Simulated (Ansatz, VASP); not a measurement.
**SnO in VASP and in Ansatz**

The input POSCAR:

```
SnO
1.0
    0.0000000000      2.7350304682      2.7350304682
    2.7350304682      0.0000000000      2.7350304682
    2.7350304682      2.7350304682      0.0000000000
Sn O
1 1
Direct
    0.0000000000      0.0000000000      0.0000000000
    0.2500000000      0.2500000000      0.2500000000
```

Contents of INCAR.step1:

```
PREC     = Accurate       # precision mode
ENCUT    = 520            # plane-wave cutoff, eV
ISMEAR   = -1             # smearing method
SIGMA    = 0.02           # smearing width, eV
LREAL    = F              # projectors in reciprocal space
LASPH    = T              # aspherical terms in the spheres
NELM     = 60             # most SCF steps
NBANDS   = 17             # bands
GGA      = PE             # functional
ALGO     = Normal         # electronic algorithm
EDIFF    = 1E-4           # SCF threshold, eV
LWAVE    = T              # write WAVECAR
LCHARG   = F              # write CHGCAR
```

Contents of INCAR.step2:

```
PREC     = Accurate       # precision mode
ENCUT    = 520            # plane-wave cutoff, eV
EDIFF    = 1E-7           # SCF threshold, eV
ISMEAR   = -1             # smearing method
SIGMA    = 0.02           # smearing width, eV
LREAL    = F              # projectors in reciprocal space
LASPH    = T              # aspherical terms in the spheres
NELM     = 60             # most SCF steps
ALGO     = Normal         # electronic algorithm
ISIF     = 2              # what is computed and relaxed
LWAVE    = F              # write WAVECAR
LCHARG   = F              # write CHGCAR
METAGGA  = R2SCAN         # meta-GGA
LMIXTAU  = T            
NBANDS   = 17             # bands
ISTART   = 1
```

KPOINTS

```
regular mesh
0
Gamma
  6 6 6
```

Input for Ansatz:

```yaml
crystal:
  lattice:
    - [0.0, 2.7350304682, 2.7350304682]
    - [2.7350304682, 0.0, 2.7350304682]
    - [2.7350304682, 2.7350304682, 0.0]
  atoms:
    - { symbol: Sn, position: [0.0, 0.0, 0.0] }
    - { symbol: O, position: [0.25, 0.25, 0.25] }
kpoints:
  mp_grid: { grid: [6, 6, 6] }
hamiltonian:
  xc: r2scan
scf:
  occupations: { method: fermi_dirac, width: 0.02 }
  n_extra_bands: 4
output:
  forces: true
  stress: true
  eigenvalues: true
```

Alike in both runs: task single point; functional r2SCAN; k mesh 6 × 6 × 6; occupations fermi-dirac, width 0.02 eV; no spin polarisation.

```csv
,VASP,Ansatz
version,VASP 6.6.1,Ansatz 0.2.0
potentials or method,"VASP PAW PBE potentials, release 64 (Sn_d, O)","plane waves, PAW"
plane-wave cutoff (eV),520,500
valence electrons in the cell,20,20
```

Ansatz gave:

| Quantity | Value |
| --- | --- |
| pressure (GPa) | -2.1 |

**Question.** Which values does VASP return?

**Answer.** Pressure (GPa): -1.8.

VASP's potentials were made for PBE, not for r2SCAN.
